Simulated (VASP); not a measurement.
# KBr (Immm) in VASP: a series of runs

The runs below take KBr through single point, with LDA.

Everything below comes from runs of VASP 6.6.1. Logs are shortened: lines on timing, memory, paths and dates and some standing lists are left out, and cuts for length are marked.

## (1) The cell of the first run

It takes space group Immm (No. 71, orthorhombic). Conventional cell: a = 4.423 Å, b = 4.889 Å, c = 6.585 Å, α = 90.00°, β = 90.00°, γ = 90.00°. Within 4.3 Å of K (site symmetry mmm) lie 6 Br at 3.29 to 3.30 Å. Br (site symmetry mmm) has 6 K at 3.29 to 3.30 Å within 4.3 Å.

## (2) Single point, LDA (strain -0.1000 x Voigt [0, 0, 0, 0, 1, 0])

Contents of INCAR:

```
SYSTEM = KBr
  ALGO = Normal
  EDIFF = 1E-7
  ENCUT = 520
  ISIF = 2
  ISMEAR = 0
  LASPH = .TRUE.
  LCHARG = .FALSE.
  LREAL = .FALSE.
  LWAVE = .FALSE.
  NBANDS = 15
  NELM = 100
  PREC = Accurate
  SIGMA = 0.05
```

Contents of KPOINTS:

```
k-points
0
G
  6 6 6
  0 0 0
```

Contents of POSCAR:

```
KBr
1.0
   -0.1646250000      3.2925000000      3.2925000000
    3.1278750000      0.0000000000      3.1278750000
    3.2925000000      3.2925000000     -0.1646250000
K Br
1 1
Direct
    0.0000000000      0.0000000000      0.0000000000
    0.5000000000      0.5000000000      0.5000000000
```

Potentials or basis: VASP PAW LDA potentials, release 64 (K_sv, Br).

The run is started by

```console
$ cat potpaw_LDA.64/K_sv/POTCAR potpaw_LDA.64/Br/POTCAR > POTCAR
$ mpirun -np 1 vasp_std > vasp.out
```

OUTCAR:

```text
SYSTEM = KBr
   EDIFF = 1E-7
   ENCUT = 520
   ISIF = 2
   ISMEAR = 0
   LASPH = .TRUE.
   LREAL = .FALSE.
   NELM = 100
   PREC = Accurate

 ion  position               nearest neighbor table
   1  0.000  0.000  0.000-   2 3.29   2 3.29   2 3.30   2 3.30   2 3.30   2 3.30
   2  0.500  0.500  0.500-   1 3.29   1 3.29   1 3.30   1 3.30   1 3.30   1 3.30

  LATTYP: Found a body centered orthorhombic cell.
 ALAT       =     4.4234832464
 B/A-ratio  =     1.1052631579
 C/A-ratio  =     1.4886458551

  Lattice vectors:

 A1 = (   3.2925000000,  -3.2925000000,  -0.1646250000)
 A2 = (  -3.2925000000,  -3.2925000000,   0.1646250000)
 A3 = (   0.1646250000,   3.2925000000,  -3.2925000000)

Analysis of symmetry for initial positions (statically):
=====================================================================
 Subroutine PRICEL returns:
 Original cell was already a primitive cell.

 Routine SETGRP: Setting up the symmetry group for a
 body centered orthorhombic supercell.

 Subroutine GETGRP returns: Found  8 space group operations
 (whereof  8 operations were pure point group operations)
 out of a pool of  8 trial point group operations.

The static configuration has the point symmetry D_2h.

Analysis of symmetry for dynamics (positions and initial velocities):
=====================================================================
 Subroutine PRICEL returns:
 Original cell was already a primitive cell.

 Routine SETGRP: Setting up the symmetry group for a
 body centered orthorhombic supercell.

 Subroutine GETGRP returns: Found  8 space group operations
 (whereof  8 operations were pure point group operations)
 out of a pool of  8 trial point group operations.

The dynamic configuration has the point symmetry D_2h.

 Subroutine INISYM returns: Found  8 space group operations
 (whereof  8 operations are pure point group operations),
 and found     1 'primitive' translations

----------------------------------------------------------------------------------------

                                     Primitive cell

  volume of cell :      71.2066

  direct lattice vectors                    reciprocal lattice vectors
    -0.164625000  3.292500000  3.292500000    -0.144628846  0.151860289  0.144628846
     3.127875000  0.000000000  3.127875000     0.159852935 -0.151860289  0.159852935
     3.292500000  3.292500000 -0.164625000     0.144628846  0.151860289 -0.144628846

  length of vectors
     4.659207432  4.423483246  4.659207432     0.254748020  0.272337051  0.254748020

  position of ions in fractional coordinates (direct lattice)
     0.000000000  0.000000000  0.000000000
[... 86 lines left out ...]
   POTIM  = 0.5000    time-step for ionic-motion
   TEBEG  =    0.0;   TEEND  =   0.0 temperature during run
   PSTRESS=    0.0 pullay stress
   NELECT =      16.0000    total number of electrons
   NUPDOWN=      -1.0000    fix difference up-down
   EMIN   =  10.00;   EMAX   =-10.00  energy-range for DOS
   EFERMI =   0.00;   METHOD = LEGACY
   ISMEAR =     0;   SIGMA  =   0.05  broadening in eV -4-tet -1-fermi 0-gaus
   EFERMI_NEDOS =   21; number of points for ismear=-14 and -15
   IALGO  =     38    algorithm
   IMIX   =      4    mixing-type and parameters
     AMIX     =   0.40;   BMIX     =  1.00
     AMIX_MAG =   1.60;   BMIX_MAG =  1.00
  volume/ion in A,a.u.               =      35.60       240.26
  Fermi-wavevector in a.u.,A,eV,Ry     =   0.995271  1.880790 13.477450  0.990565
  Thomas-Fermi vector in A             =   2.127280
   LORBIT       =      0    0 simple, 1 ext, 2 COOP (PROOUT), +10 PAW based schemes
   GGA     = CA    functional components
   LHFCALC =     F    Hartree Fock is set to
   AEXX    =    0.0000 exact exchange contribution
   IVDW    =     0    specifies the selected vdW correction
   LEPSILON=     F    determine dielectric tensor
   LRPA    =     F    only Hartree local field effects (RPA)
 non-spin polarized calculation
 Gauss-broadening in eV      SIGMA  =   0.05
  energy-cutoff  :      520.00
  volume of cell :       71.21
 maximum number of plane-waves:      1945
 NGX is ok and might be reduce to    36
   NGX = 17   NGY = 17   NGZ = 17

 number of electron      16.0000001 magnetization

 Free energy of the ion-electron system (eV)
  ---------------------------------------------------
  ext. energy  EPLUGINS =         0.00000000
  ---------------------------------------------------
  free energy    TOTEN  =        -6.79101171 eV

  energy without entropy =       -6.79101171  energy(sigma->0) =       -6.79101171

 E-fermi :  -1.4187     XC(G=0):  -7.9255

 val. band max:       -1.7313737733   @ k =   0.0000   0.0000   0.0000
 cond. band min:       2.1711697537   @ k =   0.0000   0.0000   0.0000
 fundamental gap:      3.9025435270
 Fermi energy:        -1.4187354352

 k-point     1 :       0.0000    0.0000    0.0000
  band No.  band energies     occupation
      1     -29.2834      2.00000
      2     -14.1974      2.00000
      3     -12.9979      2.00000
      4     -12.9974      2.00000
      5     -12.9950      2.00000
      6      -1.9609      2.00000
      7      -1.8731      2.00000
      8      -1.7314      2.00000
      9       2.1712      0.00000
     10       5.0859      0.00000
     11       5.4960      0.00000
     12       5.9043      0.00000
     13       6.3627      0.00000
     14       6.4191      0.00000
[... 401 lines left out ...]
      2     -14.3278      2.00000
      3     -13.0300      2.00000
      4     -13.0060      2.00000
      5     -12.7887      2.00000
      6      -2.9315      2.00000
      7      -2.2910      2.00000
      8      -2.0295      2.00000
      9       4.5068      0.00000
     10       5.5690      0.00000
     11       6.8765      0.00000
     12       7.1912      0.00000
     13       7.2092      0.00000
     14       8.7521      0.00000
     15       8.7601      0.00000

 [... further k-points ...]
[... 5 lines left out ...]
  --------------------------------------------------------------------------------------
  -------------------------------------------------------------------------------------
  Total       -0.6697297     -0.6969073     -0.6697297      0.0000000      0.0000000      0.2568623
  in kB      -15.0691891    -15.6806954    -15.0691891      0.0000000      0.0000000      5.7795055
  external PRESSURE =     -15.2730245 kB  Pullay stress =       0.0000000 kB

 VOLUME and BASIS-vectors are now :
 -----------------------------------------------------------------------------
  energy-cutoff  :      520.00
  volume of cell :       71.21
      direct lattice vectors                 reciprocal lattice vectors
    -0.164625000  3.292500000  3.292500000    -0.144628846  0.151860289  0.144628846
     3.127875000  0.000000000  3.127875000     0.159852935 -0.151860289  0.159852935
     3.292500000  3.292500000 -0.164625000     0.144628846  0.151860289 -0.144628846

 POSITION                                       TOTAL-FORCE (eV/Angst)
 -----------------------------------------------------------------------------------
      0.00000      0.00000      0.00000         0.000000      0.000000     -0.000000
      3.12787      3.29250      3.12787        -0.000000     -0.000000      0.000000
 -----------------------------------------------------------------------------------
    total drift:                                0.000000      0.000000      0.000000

  FREE ENERGIE OF THE ION-ELECTRON SYSTEM (eV)
  ---------------------------------------------------
  free  energy   TOTEN  =        -6.7910117073 eV

  energy  without entropy=       -6.7910117073  energy(sigma->0) =       -6.79101171
```

OSZICAR:

```text
N       E                     dE             d eps       ncg     rms          rms(c)
DAV:   1     0.100153592340E+03    0.10015E+03   -0.67359E+03  1380   0.933E+02
DAV:   2    -0.467891357181E+00   -0.10062E+03   -0.92614E+02  1779   0.240E+02
DAV:   3    -0.674419628234E+01   -0.62763E+01   -0.62444E+01  1927   0.509E+01
DAV:   4    -0.698012827087E+01   -0.23593E+00   -0.23589E+00  2045   0.906E+00
DAV:   5    -0.698229774370E+01   -0.21695E-02   -0.21694E-02  1941   0.967E-01    0.327E+00
DAV:   6    -0.681487813907E+01    0.16742E+00   -0.18716E-01  1723   0.218E+00    0.238E+00
DAV:   7    -0.679049935439E+01    0.24379E-01   -0.68840E-02  1898   0.150E+00    0.115E+00
DAV:   8    -0.679096678048E+01   -0.46743E-03   -0.85225E-03  1887   0.677E-01    0.181E-01
DAV:   9    -0.679093598344E+01    0.30797E-04   -0.17705E-04  1780   0.804E-02    0.754E-02
DAV:  10    -0.679101174371E+01   -0.75760E-04   -0.77809E-05  1646   0.483E-02    0.228E-02
DAV:  11    -0.679101137065E+01    0.37306E-06   -0.42740E-06  1879   0.124E-02    0.727E-03
DAV:  12    -0.679101167752E+01   -0.30687E-06   -0.55614E-07  1702   0.459E-03    0.120E-03
DAV:  13    -0.679101170733E+01   -0.29811E-07   -0.25680E-08  1404   0.117E-03
   1 F= -.67910117E+01 E0= -.67910117E+01  d E =-.136864E-20
```

stdout:

```text
POSCAR found type information on POSCAR K Br
 POSCAR found :  2 types and       2 ions
 scaLAPACK will be used
 LDA part: xc-table for (Slater(with rela. corr.)+CA(PZ))
 , standard interpolation
 POSCAR, INCAR and KPOINTS ok, starting setup
 FFT: planning ... GRIDC
 FFT: planning ... GRID_SOFT
 FFT: planning ... GRID
 WAVECAR not read
 entering main loop
```

It took 16 s on 1 thread of Intel Xeon 6975P-C (Granite Rapids), shared host; peak memory 0.19 GiB.

What came out:

```yaml
Free_energy: -6.7910 eV
Pressure: -1.5 GPa
Band_gap_on_the_k_mesh: 3.90 eV, direct
```

Levels at points of the mesh, in eV from the valence-band top:
```tsv
k point	band 6	band 7	band 8	band 9	band 10	band 11
(0.00, 0.00, 0.00)	-0.23	-0.14	0.00	3.90	6.82	7.23
(0.50, 0.00, 0.00)	-1.42	-0.49	-0.31	6.14	7.59	9.09
(0.00, 0.50, 0.00)	-1.39	-0.62	-0.50	6.12	7.91	9.26
(0.50, 0.50, 0.00)	-1.01	-0.44	-0.43	5.41	6.71	8.98
(0.50, 0.00, 0.50)	-1.00	-0.58	-0.26	5.38	6.80	9.05
```

Caveat: the cell differs from its parent crystal (strain -0.1000 x Voigt [0, 0, 0, 0, 1, 0]).

## (3) Single point, LDA (strain +0.0750 x Voigt [0, 0, 0, 0, 1, 0])

Contents of INCAR:

```
SYSTEM = KBr
  ALGO = Normal
  EDIFF = 1E-6
  ENCUT = 520
  ISIF = 2
  ISMEAR = 0
  LASPH = .True.
  LCHARG = .False.
  LREAL = .False.
  LWAVE = .False.
  NBANDS = 15
  NELM = 60
  PREC = Accurate
  SIGMA = 0.05
```

Contents of KPOINTS:

```
k-points
0
Gamma
  6 6 6
  0 0 0
```

Contents of POSCAR:

```
KBr
1.0
    0.1234687500      3.2925000000      3.2925000000
    3.4159687500      0.0000000000      3.4159687500
    3.2925000000      3.2925000000      0.1234687500
K Br
1 1
Direct
    0.0000000000      0.0000000000      0.0000000000
    0.5000000000      0.5000000000      0.5000000000
```

Potentials or basis: VASP PAW LDA potentials, release 64 (K_sv, Br).

The run is started by

```console
$ cat potpaw_LDA.64/K_sv/POTCAR potpaw_LDA.64/Br/POTCAR > POTCAR
$ mpirun -np 1 vasp_std > vasp.out
```

It took 14 s on 1 thread of Intel Xeon 6975P-C (Granite Rapids), shared host; peak memory 0.19 GiB.

It converged, with:

```yaml
Free_energy: -6.7959 eV
Pressure: -1.5 GPa
Band_gap_on_the_k_mesh: 3.95 eV, direct
```

Stress tensor (GPa, compression positive):
```
-1.52  0.00 -0.43
 0.00 -1.56  0.00
-0.43  0.00 -1.52
```

Levels at points of the mesh, in eV from the valence-band top:
```tsv
k point	band 5	band 6	band 7	band 8	band 9	band 10	band 11	band 12
(0.00, 0.00, 0.00)	-11.22	-0.17	-0.10	0.00	3.95	6.95	7.26	7.56
(0.50, 0.00, 0.00)	-11.01	-1.35	-0.56	-0.46	6.16	7.94	9.33	9.44
(0.00, 0.50, 0.00)	-10.97	-1.38	-0.45	-0.32	6.18	7.69	9.20	9.57
(0.50, 0.50, 0.00)	-11.25	-0.96	-0.40	-0.39	5.45	6.77	9.06	9.07
(0.50, 0.00, 0.50)	-11.25	-0.96	-0.51	-0.27	5.43	6.81	9.08	9.14
```

Caveat: the cell differs from its parent crystal (strain +0.0750 x Voigt [0, 0, 0, 0, 1, 0]).

## (4) Single point, LDA (strain +0.0875 x Voigt [0, 0, 0, 0, 1, 0])

Contents of INCAR:

```
ALGO = Normal
EDIFF = 1E-7
ENCUT = 520
ISIF = 2
ISMEAR = 0
LASPH = T
LCHARG = F
LREAL = F
LWAVE = F
NBANDS = 15
NELM = 100
PREC = Accurate
SIGMA = 0.05
```

Contents of KPOINTS:

```
k-points
0
Gamma
  6 6 6
```

Contents of POSCAR:

```
KBr
1.0
    0.1440468750      3.2925000000      3.2925000000
    3.4365468750      0.0000000000      3.4365468750
    3.2925000000      3.2925000000      0.1440468750
K Br
1 1
Direct
    0.0000000000      0.0000000000      0.0000000000
    0.5000000000      0.5000000000      0.5000000000
```

The run is started by

```console
$ cat potpaw_LDA.64/K_sv/POTCAR potpaw_LDA.64/Br/POTCAR > POTCAR
$ mpirun -np 1 vasp_std > vasp.out
```

It took 24 s on 1 thread of Intel Xeon 6975P-C (Granite Rapids), shared host; peak memory 0.19 GiB.

The run converged. Its results:

- Free energy: -6.7936 eV
- Pressure: -1.5 GPa
- Band gap on the k mesh: 3.93 eV, direct

Stress tensor (GPa, compression positive):
```
-1.51  0.00 -0.50
 0.00 -1.55  0.00
-0.50  0.00 -1.51
```

Levels at points of the mesh, in eV from the valence-band top:
| k point | band 6 | band 7 | band 8 | band 9 | band 10 | band 11 |
| --- | --- | --- | --- | --- | --- | --- |
| (0.00, 0.00, 0.00) | -0.20 | -0.12 | 0.00 | 3.93 | 6.88 | 7.24 |
| (0.50, 0.00, 0.00) | -1.37 | -0.59 | -0.48 | 6.14 | 7.92 | 9.29 |
| (0.00, 0.50, 0.00) | -1.40 | -0.47 | -0.31 | 6.16 | 7.64 | 9.15 |
| (0.50, 0.50, 0.00) | -0.99 | -0.42 | -0.41 | 5.43 | 6.74 | 9.02 |
| (0.50, 0.00, 0.50) | -0.98 | -0.54 | -0.26 | 5.41 | 6.80 | 9.07 |

Caveat: the cell differs from its parent crystal (strain +0.0875 x Voigt [0, 0, 0, 0, 1, 0]).

## (5) Single point, LDA (strain +0.0625 x Voigt [0, 0, 0, 0, 1, 0])

Contents of INCAR:

```
SYSTEM = KBr
  PREC = Accurate
  ENCUT = 520
  EDIFF = 1E-6
  ISMEAR = 0
  SIGMA = 0.05
  LREAL = .False.
  LASPH = .True.
  NELM = 80
  ALGO = Normal
  ISIF = 2
  LWAVE = .False.
  LCHARG = .False.
  GGA = CA
  NBANDS = 15
```

Contents of KPOINTS:

```
Automatic mesh
0
Gamma
  6 6 6
  0 0 0
```

Contents of POSCAR:

```
KBr
1.0
    0.1028906250      3.2925000000      3.2925000000
    3.3953906250      0.0000000000      3.3953906250
    3.2925000000      3.2925000000      0.1028906250
K Br
1 1
Direct
    0.0000000000      0.0000000000      0.0000000000
    0.5000000000      0.5000000000      0.5000000000
```

The run is started by

```console
$ cat potpaw_LDA.64/K_sv/POTCAR potpaw_LDA.64/Br/POTCAR > POTCAR
$ mpirun -np 1 vasp_std > vasp.out
```

It took 16 s on 1 thread of Intel Xeon 6975P-C (Granite Rapids), shared host; peak memory 0.2 GiB.

It converged, with:

| Property | Result |
| --- | --- |
| Free energy | -6.7978 eV |
| Pressure | -1.5 GPa |
| Band gap on the k mesh | 3.97 eV, direct |

Stress tensor (GPa, compression positive):
```
-1.52  0.00 -0.36
 0.00 -1.55  0.00
-0.36  0.00 -1.52
```

Levels at points of the mesh, in eV from the valence-band top:
```
           k point  band 6  band 7  band 8  band 9  band 10  band 11
(0.00, 0.00, 0.00)   -0.14   -0.08    0.00    3.97     7.02     7.27
(0.50, 0.00, 0.00)   -1.33   -0.52   -0.44    6.17     7.95     9.37
(0.00, 0.50, 0.00)   -1.36   -0.43   -0.33    6.19     7.74     9.26
(0.50, 0.50, 0.00)   -0.94   -0.38   -0.38    5.47     6.79     9.09
(0.50, 0.00, 0.50)   -0.94   -0.47   -0.27    5.46     6.82     9.10
```

Caveat: the cell differs from its parent crystal (strain +0.0625 x Voigt [0, 0, 0, 0, 1, 0]).

## (6) Summary

```csv
cell,gap on the mesh (eV),pressure (GPa)
"a = 4.659, b = 4.423 Å, angles 61.7, 63.3, 61.7°, 2 atoms",3.90,-1.5
"a = 4.658, b = 4.831 Å, angles 58.8, 57.5, 58.8°, 2 atoms",3.95,-1.5
"a = 4.659, b = 4.860 Å, angles 58.6, 57.1, 58.6°, 2 atoms",3.93,-1.5
"a = 4.657, b = 4.802 Å, angles 59.0, 57.9, 59.0°, 2 atoms",3.97,-1.5
```

Alike in all rows: task single point; level LDA; potentials or basis VASP PAW LDA potentials, release 64 (K_sv, Br); no spin polarisation; k mesh 6 × 6 × 6; cutoff (eV) 520; smearing gaussian 0.05 eV.

Total energies depend on the potentials used, so only differences within one code and one set of settings carry meaning.
